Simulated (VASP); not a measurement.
Wanted: the native input for a VASP 6.6.1 run.

```yaml
Task: single point
Functional: PBEsol
Potentials_or_basis: VASP PAW PBE potentials, release 64 (Hf_pv, N)
Cutoff: 520 eV
k_mesh: 10 × 10 × 8
Occupations: gaussian, width 0.05 eV
Spin: no spin polarisation
Dipole_correction: no
Further_INCAR_settings: ALGO = Normal; EDIFF = 1e-06; NBANDS = 23
```

The structure of HfN lies in POSCAR:

```
HfN
1.0
    3.1699217423      0.0000000000      0.0000000000
   -1.5849608712      2.7452327569      0.0000000000
    0.0000000000      0.0000000000      5.6706132673
Hf N
2 2
Direct
    0.0000000000      0.0000000000      0.0000000000
    0.0000000000      0.0000000000      0.5000000000
    0.3333333333      0.6666666667      0.2500000000
    0.6666666667      0.3333333333      0.7500000000
```

These files were run (other wordings do the same):

INCAR

```
PREC = Accurate
ENCUT = 520
EDIFF = 1E-6
ISMEAR = 0
SIGMA = 0.05
LREAL = False
LASPH = True
NELM = 100
ALGO = Normal
ISIF = 2
LWAVE = False
LCHARG = False
GGA = PS
NBANDS = 23
```

KPOINTS

```
Automatic mesh
0
Gamma
  10 10 8
```

Potentials or basis: VASP PAW PBE potentials, release 64 (Hf_pv, N).

Command:

```sh
$ cat potpaw_PBE.64/Hf_pv/POTCAR potpaw_PBE.64/N/POTCAR > POTCAR
$ mpirun -np 1 vasp_std > vasp.out
```

It gave:

| Property | Result |
| --- | --- |
| Pressure | -11.2 GPa |
| Band gap on the k mesh | zero (bands 15 and 16 overlap by 1.51 eV) |

Caveat: the cell stands under tension; the PAW data sets were made with another functional, which shifts forces and pressure a little; spin-orbit coupling is left out, which moves the levels of the heavy elements.

Wall time 52 s on 1 thread of Intel Xeon 8259CL, with other jobs on the host, peak memory 0.21 GiB.
